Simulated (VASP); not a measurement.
# SiC (P1) in VASP: notebook

Runs on SiC. Level: PBE. Tasks: single point.

Everything below comes from runs of VASP 6.6.1. Logs are shortened: lines on timing, memory, paths and dates and some standing lists are left out, and cuts for length are marked.

### 1 The cell of the first run

The typed cell holds 4 atoms: a = 3.092 Å, b = 3.092 Å, c = 5.074 Å, α = 90.00°, β = 90.00°, γ = 120.00°.

### 2 Single point, PBE (atom 3 (C) moved by (+0.100, -0.200) A along [1 1 0] and z)

File INCAR:

```
SYSTEM = SiC
ALGO = Normal
EDIFF = 1E-6
ENCUT = 520
GGA = PE
ISIF = 2
ISMEAR = 0
LASPH = .TRUE.
LCHARG = .FALSE.
LREAL = .FALSE.
LWAVE = .FALSE.
NBANDS = 16
NELM = 100
PREC = Accurate
SIGMA = 0.05
```

File KPOINTS:

```
k-points
0
G
  12 12 6
  0 0 0
```

File POSCAR:

```
SiC
1.0
    3.0917664073      0.0000000000      0.0000000000
   -1.5458832036      2.6775482513      0.0000000000
    0.0000000000      0.0000000000      5.0740211774
Si C
2 2
Direct
    0.3333333333      0.6666666667      0.0045635313
    0.6666666667      0.3333333333      0.5045635313
    0.3694083443      0.6930754076      0.3410199994
    0.6666666667      0.3333333333      0.8804364687
```

Potentials or basis: VASP PAW PBE potentials, release 64 (Si, C).

Run with:

```console
cat potpaw_PBE.64/Si/POTCAR potpaw_PBE.64/C/POTCAR > POTCAR
mpirun -np 1 vasp_std > vasp.out
```

OUTCAR:

```text
SYSTEM = SiC
   EDIFF = 1E-6
   ENCUT = 520
   GGA = PE
   ISIF = 2
   ISMEAR = 0
   LASPH = .TRUE.
   LREAL = .FALSE.
   NELM = 100
   PREC = Accurate

 ion  position               nearest neighbor table
   1  0.333  0.667  0.005-   3 1.71   4 1.89   4 1.89   4 1.89   2 3.10   2 3.10   2 3.10   2 3.10
                             2 3.10   2 3.10
   2  0.667  0.333  0.505-   3 1.91   4 1.91   3 1.95   3 2.06   1 3.10   1 3.10   1 3.10   1 3.10
                             1 3.10   1 3.10
   3  0.369  0.693  0.341-   1 1.71   2 1.91   2 1.95   2 2.06
   4  0.667  0.333  0.880-   1 1.89   1 1.89   1 1.89   2 1.91

  LATTYP: Found a hexagonal cell.
 ALAT       =     3.0917664073
 C/A-ratio  =     1.6411398886

  Lattice vectors:

 A1 = (   3.0917664073,   0.0000000000,   0.0000000000)
 A2 = (  -1.5458832036,   2.6775482513,   0.0000000000)
 A3 = (   0.0000000000,   0.0000000000,   5.0740211774)

Analysis of symmetry for initial positions (statically):
=====================================================================
 Subroutine PRICEL returns:
 Original cell was already a primitive cell.

 Routine SETGRP: Setting up the symmetry group for a
 hexagonal supercell.

 Subroutine GETGRP returns: Found  1 space group operations
 (whereof  1 operations were pure point group operations)
 out of a pool of 24 trial point group operations.

The static configuration has the point symmetry C_1 .

Analysis of symmetry for dynamics (positions and initial velocities):
=====================================================================
 Subroutine PRICEL returns:
 Original cell was already a primitive cell.

 Routine SETGRP: Setting up the symmetry group for a
 hexagonal supercell.

 Subroutine GETGRP returns: Found  1 space group operations
 (whereof  1 operations were pure point group operations)
 out of a pool of 24 trial point group operations.

The dynamic configuration has the point symmetry C_1 .

 Subroutine INISYM returns: Found  1 space group operations
 (whereof  1 operations are pure point group operations),
 and found     1 'primitive' translations

----------------------------------------------------------------------------------------

                                     Primitive cell

  volume of cell :      42.0045

  direct lattice vectors                    reciprocal lattice vectors
     3.091766407  0.000000000  0.000000000     0.323439700  0.186737998  0.000000000
    -1.545883204  2.677548251  0.000000000     0.000000000  0.373475996  0.000000000
     0.000000000  0.000000000  5.074021177     0.000000000  0.000000000  0.197082347

  length of vectors
     3.091766407  3.091766407  5.074021177     0.373475996  0.373475996  0.197082347

  position of ions in fractional coordinates (direct lattice)
     0.333333333  0.666666667  0.004563531
     0.666666667  0.333333333  0.504563531
     0.369408344  0.693075408  0.341019999
     0.666666667  0.333333333  0.880436469

  ion indices of the primitive-cell ions
   primitive index   ion index
                 1           1
                 2           2
                 3           3
                 4           4

----------------------------------------------------------------------------------------

 KPOINTS: k-points

Automatic generation of k-mesh.
 Grid dimensions read from file:
 generate k-points for:   12   12    6

 Generating k-lattice:

  Cartesian coordinates                     Fractional coordinates (reciprocal lattice)
     0.026953308  0.015561500  0.000000000     0.083333333  0.000000000  0.000000000
     0.000000000  0.031123000  0.000000000     0.000000000  0.083333333  0.000000000
     0.000000000  0.000000000  0.032847058     0.000000000  0.000000000  0.166666667

  Length of vectors
     0.031123000  0.031123000  0.032847058

  Shift w.r.t. Gamma in fractional coordinates (k-lattice)
     0.000000000  0.000000000  0.000000000

 Subroutine IBZKPT returns following result:
 ===========================================

 Found    436 irreducible k-points:

 Following reciprocal coordinates:
            Coordinates               Weight
  0.000000  0.000000  0.000000      1.000000
  0.083333 -0.000000  0.000000      2.000000
  0.000000  0.083333  0.000000      2.000000
 -0.083333  0.083333  0.000000      2.000000
  0.166667 -0.000000  0.000000      2.000000
  0.000000  0.166667  0.000000      2.000000
[... 16 lines left out ...]
  0.166667  0.083333  0.000000      2.000000
 -0.083333  0.250000  0.000000      2.000000
 [... further k-points ...]
   k-points           NKPTS =    436   k-points in BZ     NKDIM =    436   number of bands    NBANDS=     16
   number of dos      NEDOS =    301   number of ions     NIONS =      4
   total plane-waves  NPLWV =  23040
   dimension x,y,z NGX =    24 NGY =   24 NGZ =   40
   dimension x,y,z NGXF=    48 NGYF=   48 NGZF=   80
   ions per type =               2   2
   NGX,Y,Z   is equivalent  to a cutoff of  12.90, 12.90, 13.11 a.u.
   NGXF,Y,Z  is equivalent  to a cutoff of  25.81, 25.81, 26.21 a.u.
 SYSTEM =  SiC
   PREC   = accura    normal or accurate (medium, high low for compatibility)
   ISTART =      0    job   : 0-new  1-cont  2-samecut
   ICHARG =      2    charge: 1-file 2-atom 10-const
   ISPIN  =      1    spin polarized calculation?
   LNONCOLLINEAR =      F non collinear calculations
   LSORBIT =      F    spin-orbit coupling
   LASPH  =      T    aspherical Exc in radial PAW
   ENCUT  =  520.0 eV  38.22 Ry    6.18 a.u.   5.75  5.75  9.43*2*pi/ulx,y,z
   NELM   =    100;   NELMIN=  2; NELMDL= -5     # of ELM steps
   EDIFF  = 0.1E-05   stopping-criterion for ELM
   LREAL  =      F    real-space projection
   EDIFFG = 0.1E-04   stopping-criterion for IOM
   NSW    =      0    number of steps for IOM
   IBRION =     -1    ionic relax: 0-MD 1-quasi-New 2-CG
   NFREE  =      0    steps in history (QN), initial steepest desc. (CG)
   ISIF   =      2    stress and relaxation
   ISYM   =      2    0-nonsym 1-usesym 2-fastsym
   POTIM  = 0.5000    time-step for ionic-motion
   TEBEG  =    0.0;   TEEND  =   0.0 temperature during run
   PSTRESS=    0.0 pullay stress
   NELECT =      16.0000    total number of electrons
   NUPDOWN=      -1.0000    fix difference up-down
   EMIN   =  10.00;   EMAX   =-10.00  energy-range for DOS
   EFERMI =   0.00;   METHOD = LEGACY
   ISMEAR =     0;   SIGMA  =   0.05  broadening in eV -4-tet -1-fermi 0-gaus
   EFERMI_NEDOS =   21; number of points for ismear=-14 and -15
   IALGO  =     38    algorithm
   IMIX   =      4    mixing-type and parameters
     AMIX     =   0.40;   BMIX     =  1.00
     AMIX_MAG =   1.60;   BMIX_MAG =  1.00
  volume/ion in A,a.u.               =      10.50        70.87
  Fermi-wavevector in a.u.,A,eV,Ry     =   1.186723  2.242582 19.161245  1.408312
  Thomas-Fermi vector in A             =   2.322890
   LORBIT       =      0    0 simple, 1 ext, 2 COOP (PROOUT), +10 PAW based schemes
   GGA     = PE    functional components
   LHFCALC =     F    Hartree Fock is set to
   AEXX    =    0.0000 exact exchange contribution
   IVDW    =     0    specifies the selected vdW correction
   LEPSILON=     F    determine dielectric tensor
   LRPA    =     F    only Hartree local field effects (RPA)
 non-spin polarized calculation
 Gauss-broadening in eV      SIGMA  =   0.05
  energy-cutoff  :      520.00
  volume of cell :       42.00
 maximum number of plane-waves:      1170
   NGX = 11   NGY = 11   NGZ = 19

 number of electron      16.0000000 magnetization

 Free energy of the ion-electron system (eV)
  ---------------------------------------------------
  ext. energy  EPLUGINS =         0.00000000
  ---------------------------------------------------
  free energy    TOTEN  =       -29.48419655 eV

  energy without entropy =      -29.48419655  energy(sigma->0) =      -29.48419655

 E-fermi :   8.7342     XC(G=0): -11.2889

 val. band max:        8.5216544353   @ k =   0.0000   0.0000   0.0000
 cond. band min:       9.8518788745   @ k =   0.3333   0.3333   0.0000
 fundamental gap:      1.3302244392
 Fermi energy:         8.7342032011

 k-point     1 :       0.0000    0.0000    0.0000
  band No.  band energies     occupation
      1      -7.3933      2.00000
      2      -3.6748      2.00000
      3      -0.8998      2.00000
      4       6.7074      2.00000
      5       6.9954      2.00000
      6       7.3548      2.00000
[... 8 lines left out ...]
     15      17.4121      0.00000
     16      18.8323      0.00000

 k-point     2 :       0.0833   -0.0000    0.0000
  band No.  band energies     occupation
      1      -7.2756      2.00000
      2      -3.5762      2.00000
      3      -0.7929      2.00000
      4       6.2604      2.00000
      5       6.5250      2.00000
      6       7.2742      2.00000
[... 8 lines left out ...]
     15      17.5380      0.00000
     16      18.1440      0.00000

 k-point     3 :       0.0000    0.0833    0.0000
  band No.  band energies     occupation
      1      -7.2746      2.00000
      2      -3.5763      2.00000
      3      -0.7917      2.00000
      4       6.0541      2.00000
      5       6.7482      2.00000
      6       7.2644      2.00000
[... 8 lines left out ...]
     15      17.3005      0.00000
     16      18.3573      0.00000

 k-point     4 :      -0.0833    0.0833    0.0000
  band No.  band energies     occupation
      1      -7.2749      2.00000
      2      -3.5763      2.00000
      3      -0.7920      2.00000
      4       6.0923      2.00000
      5       6.7059      2.00000
      6       7.2715      2.00000
[... 8 lines left out ...]
     15      17.4102      0.00000
     16      18.3684      0.00000

 k-point     5 :       0.1667   -0.0000    0.0000
  band No.  band energies     occupation
      1      -6.9261      2.00000
      2      -3.2905      2.00000
      3      -0.4813      2.00000
      4       4.7631      2.00000
      5       6.0748      2.00000
      6       6.7194      2.00000
[... 8 lines left out ...]
     15      17.7468      0.00000
     16      17.9014      0.00000

 k-point     6 :       0.0000    0.1667    0.0000
  band No.  band energies     occupation
      1      -6.9215      2.00000
      2      -3.2916      2.00000
      3      -0.4762      2.00000
      4       4.6204      2.00000
      5       6.2407      2.00000
      6       6.6028      2.00000
[... 8 lines left out ...]
     15      17.8305      0.00000
     16      18.1150      0.00000
[... 267 lines left out ...]
 k-point    21 :      -0.0833    0.1667    0.0000
  band No.  band energies     occupation
      1      -7.0382      2.00000
      2      -3.3845      2.00000
      3      -0.5792      2.00000
      4       5.0876      2.00000
      5       6.1974      2.00000
      6       7.0771      2.00000
[... 8 lines left out ...]
     15      17.4963      0.00000
     16      18.4265      0.00000

 k-point    22 :      -0.1667    0.0833    0.0000
  band No.  band energies     occupation
      1      -7.0414      2.00000
      2      -3.3839      2.00000
      3      -0.5827      2.00000
      4       5.2928      2.00000
      5       5.9931      2.00000
      6       7.0431      2.00000
[... 8 lines left out ...]
     15      17.3118      0.00000
     16      18.0421      0.00000

 k-point    23 :       0.1667    0.0833    0.0000
  band No.  band energies     occupation
      1      -6.5805      2.00000
      2      -3.0235      2.00000
      3      -0.1840      2.00000
      4       3.8787      2.00000
      5       5.1969      2.00000
      6       6.3278      2.00000
[... 8 lines left out ...]
     15      17.8294      0.00000
     16      18.5148      0.00000

 k-point    24 :      -0.0833    0.2500    0.0000
  band No.  band energies     occupation
      1      -6.5722      2.00000
      2      -3.0268      2.00000
      3      -0.1759      2.00000
      4       3.7363      2.00000
      5       5.3267      2.00000
      6       6.1819      2.00000
[... 8 lines left out ...]
     15      17.8690      0.00000
     16      18.6312      0.00000

 [... further k-points ...]

------------------------ aborting loop because EDIFF is reached ----------------------------------------

  FORCE on cell =-STRESS in cart. coord.  units (eV):
  Direction    XX          YY          ZZ          XY          YZ          ZX
  --------------------------------------------------------------------------------------
  -------------------------------------------------------------------------------------
  Total       -0.7571313     -0.2035291      3.9525808     -0.2139733      0.4778630      0.3792046
  in kB      -28.8792244     -7.7632015    150.7631077     -8.1615742     18.2271061     14.4639837
  external PRESSURE =      38.0402273 kB  Pullay stress =       0.0000000 kB

 VOLUME and BASIS-vectors are now :
 -----------------------------------------------------------------------------
  energy-cutoff  :      520.00
  volume of cell :       42.00
      direct lattice vectors                 reciprocal lattice vectors
     3.091766407  0.000000000  0.000000000     0.323439700  0.186737998  0.000000000
    -1.545883204  2.677548251  0.000000000     0.000000000  0.373475996  0.000000000
     0.000000000  0.000000000  5.074021177     0.000000000  0.000000000  0.197082347

 POSITION                                       TOTAL-FORCE (eV/Angst)
 -----------------------------------------------------------------------------------
     -0.00000      1.78503      0.02316         0.019450      0.020676     -3.268423
      1.54588      0.89252      2.56017         0.553313      0.714830     -1.769324
      0.07071      1.85574      1.73034        -0.559010     -0.726373      6.225947
      1.54588      0.89252      4.46735        -0.013753     -0.009134     -1.188200
 -----------------------------------------------------------------------------------
    total drift:                                0.000325      0.000406     -0.001210

  FREE ENERGIE OF THE ION-ELECTRON SYSTEM (eV)
  ---------------------------------------------------
  free  energy   TOTEN  =       -29.4841965538 eV

  energy  without entropy=      -29.4841965538  energy(sigma->0) =      -29.48419655
```

Run time: 5.8 min. Hardware: 1 thread of Intel Xeon 8259CL, shared host; peak memory 0.35 GiB.

Results:

| Item | Value |
| --- | --- |
| Free energy | -29.4842 eV |
| Pressure | 3.8 GPa |
| Largest force | 6.293 eV/Å |
| Band gap on the k mesh | 1.33 eV (least direct gap 3.57 eV) |

Forces in eV/Å, atoms in the order of the input:
```
Si   0.019  0.021 -3.268
Si   0.553  0.715 -1.769
C   -0.559 -0.726  6.226
C   -0.014 -0.009 -1.188
```

Caveat: the cell differs from its parent crystal (atom 3 (C) moved by (+0.100, -0.200) A along [1 1 0] and z); the stress differs along the axes, from -3 to 15 GPa; forces of over 1 eV/Å act on the atoms, so gaps and moduli don't describe the material at rest.

### 3 Single point, PBE (atom 3 (C) moved by (+0.100, +0.000) A along [1 1 0] and z)

File INCAR:

```
SYSTEM = SiC
PREC = Accurate
ENCUT = 520
EDIFF = 1E-6
ISMEAR = 0
SIGMA = 0.05
LREAL = .FALSE.
LASPH = .TRUE.
NELM = 100
ALGO = Normal
ISIF = 2
LWAVE = .FALSE.
LCHARG = .FALSE.
GGA = PE
NBANDS = 16
```

File KPOINTS:

```
regular mesh
0
G
  12 12 6
  0 0 0
```

POSCAR: that of step 2 with these lines changed.

```diff
@@ -10,3 +10,3 @@
     0.6666666667      0.3333333333      0.5045635313
-    0.3694083443      0.6930754076      0.3410199994
+    0.3694083443      0.6930754076      0.3804364687
     0.6666666667      0.3333333333      0.8804364687
```

Potentials or basis: VASP PAW PBE potentials, release 64 (Si, C).

Run with:

```console
cat potpaw_PBE.64/Si/POTCAR potpaw_PBE.64/C/POTCAR > POTCAR
mpirun -np 1 vasp_std > vasp.out
```

It took 5.6 min on 1 thread of Intel Xeon 8259CL, shared host; peak memory 0.35 GiB.

It converged, with:

| Quantity | Value |
| --- | --- |
| Free energy | -30.0225 eV |
| Pressure | 0.6 GPa |
| Largest force | 1.720 eV/Å |
| Band gap on the k mesh | 2.11 eV (least direct gap 3.87 eV) |

Forces on the atoms (eV/Å):
```
Si   0.150  0.153  0.030
Si   0.917  1.184  0.163
C   -1.064 -1.338 -0.186
C   -0.003  0.001 -0.007
```

Stress tensor (GPa, compression positive):
```
-1.67 -2.12  0.95
-2.12  3.21  1.49
 0.95  1.49  0.11
```

Levels at points of the mesh, in eV from the valence-band top:
| k point | band 4 | band 5 | band 6 | band 7 | band 8 | band 9 | band 10 | band 11 | band 12 | band 13 |
| --- | --- | --- | --- | --- | --- | --- | --- | --- | --- | --- |
| (0.00, 0.00, 0.00) | -1.74 | -1.29 | -0.36 | -0.26 | 0.00 | 4.48 | 5.84 | 6.39 | 6.41 | 7.39 |
| (0.50, 0.00, 0.00) | -6.19 | -5.67 | -3.58 | -3.18 | -1.50 | 2.53 | 3.66 | 6.40 | 6.89 | 9.67 |
| (0.00, 0.50, 0.00) | -6.63 | -5.46 | -3.61 | -3.38 | -1.28 | 2.59 | 4.27 | 6.67 | 6.88 | 9.50 |
| (0.50, 0.50, 0.00) | -6.51 | -5.53 | -3.53 | -3.37 | -1.34 | 2.57 | 4.10 | 6.55 | 6.87 | 9.72 |
| (0.00, 0.00, 0.50) | -4.59 | -1.27 | -0.90 | -0.89 | -0.50 | 5.52 | 5.58 | 6.72 | 7.05 | 7.08 |
| (0.50, 0.00, 0.50) | -8.08 | -2.85 | -2.62 | -2.58 | -2.52 | 3.11 | 3.16 | 4.89 | 5.10 | 10.02 |
| (0.00, 0.50, 0.50) | -8.39 | -2.66 | -2.55 | -2.46 | -2.26 | 2.99 | 3.02 | 4.92 | 5.07 | 10.04 |
| (0.50, 0.50, 0.50) | -8.38 | -2.74 | -2.61 | -2.46 | -2.26 | 3.01 | 3.05 | 4.95 | 5.01 | 10.00 |

Caveat: the cell differs from its parent crystal (atom 3 (C) moved by (+0.100, +0.000) A along [1 1 0] and z); forces of over 1 eV/Å act on the atoms, so gaps and moduli don't describe the material at rest.

### 4 Single point, PBE (atom 3 (C) moved by (+0.100, +0.200) A along [1 1 0] and z)

File INCAR:

```
SYSTEM = SiC
ALGO = Normal ; EDIFF = 1E-6
ENCUT = 520 ; GGA = PE
ISIF = 2 ; ISMEAR = 0
LASPH = .TRUE. ; LCHARG = .FALSE.
LREAL = .FALSE. ; LWAVE = .FALSE.
NBANDS = 16 ; NELM = 80
PREC = Accurate ; SIGMA = 0.05
```

File KPOINTS:

```
k-points
0
G
  12 12 6
  0 0 0
```

POSCAR: that of step 3 with these lines changed.

```diff
@@ -10,3 +10,3 @@
     0.6666666667      0.3333333333      0.5045635313
-    0.3694083443      0.6930754076      0.3804364687
+    0.3694083443      0.6930754076      0.4198529380
     0.6666666667      0.3333333333      0.8804364687
```

Run with:

```console
cat potpaw_PBE.64/Si/POTCAR potpaw_PBE.64/C/POTCAR > POTCAR
mpirun -np 1 vasp_std > vasp.out
```

Run time: 5.7 min. Hardware: 1 thread of Intel Xeon 8259CL, shared host; peak memory 0.35 GiB.

It converged, with:

```yaml
Free_energy: -29.6068 eV
Pressure: 3.2 GPa
Largest_force: 4.297 eV/Å
Band_gap_on_the_k_mesh: 2.14 eV (least direct gap 4.02 eV)
```

Forces in eV/Å, atoms in the order of the input:
```
Si   0.158  0.162  0.726
Si   1.285  1.670  1.658
C   -1.453 -1.847 -3.597
C    0.010  0.015  1.214
```

Stress tensor (GPa, compression positive):
```
 1.44 -3.66  0.73
-3.66  9.67  1.31
 0.73  1.31 -1.58
```

Levels at points of the mesh, in eV from the valence-band top:
| k point | band 6 | band 7 | band 8 | band 9 | band 10 | band 11 |
| --- | --- | --- | --- | --- | --- | --- |
| (0.00, 0.00, 0.00) | -0.66 | -0.56 | 0.00 | 4.23 | 5.18 | 6.09 |
| (0.50, 0.00, 0.00) | -4.08 | -3.06 | -1.95 | 2.14 | 3.64 | 5.96 |
| (0.00, 0.50, 0.00) | -3.80 | -3.48 | -1.76 | 2.26 | 4.15 | 6.28 |
| (0.50, 0.50, 0.00) | -3.85 | -3.36 | -1.81 | 2.23 | 4.01 | 6.13 |
| (0.00, 0.00, 0.50) | -1.28 | -1.04 | -1.00 | 4.97 | 5.42 | 6.28 |
| (0.50, 0.00, 0.50) | -2.77 | -2.73 | -2.25 | 2.80 | 2.95 | 4.17 |
| (0.00, 0.50, 0.50) | -2.70 | -2.61 | -2.09 | 2.72 | 2.79 | 4.17 |
| (0.50, 0.50, 0.50) | -2.74 | -2.62 | -2.11 | 2.75 | 2.81 | 4.15 |

Caveat: the cell differs from its parent crystal (atom 3 (C) moved by (+0.100, +0.200) A along [1 1 0] and z); the stress differs along the axes, from -2 to 10 GPa; forces of over 1 eV/Å act on the atoms, so gaps and moduli don't describe the material at rest. A k mesh can miss the band edges.

### 5 Overview

| cell | gap on the mesh (eV) | pressure (GPa) | largest force (eV/Å) |
| --- | --- | --- | --- |
| as given, atomic positions A | 1.33 | 3.8 | 6.29 |
| as given, atomic positions B | 2.11 | 0.6 | 1.72 |
| as given, atomic positions C | 2.14 | 3.2 | 4.30 |

Alike in all rows: task single point; level PBE; potentials or basis VASP PAW PBE potentials, release 64 (Si, C); no spin polarisation; k mesh 12 × 12 × 6; cutoff (eV) 520; smearing gaussian 0.05 eV.

Caveats: forces of over 1 eV/Å act on the atoms, so gaps and moduli don't describe the material at rest; the stress differs along the axes, from -3 to 15 GPa (at least some runs); the stress differs along the axes, from -2 to 10 GPa (at least some runs).

Total energies depend on the potentials used, so only differences within one code and one set of settings carry meaning.
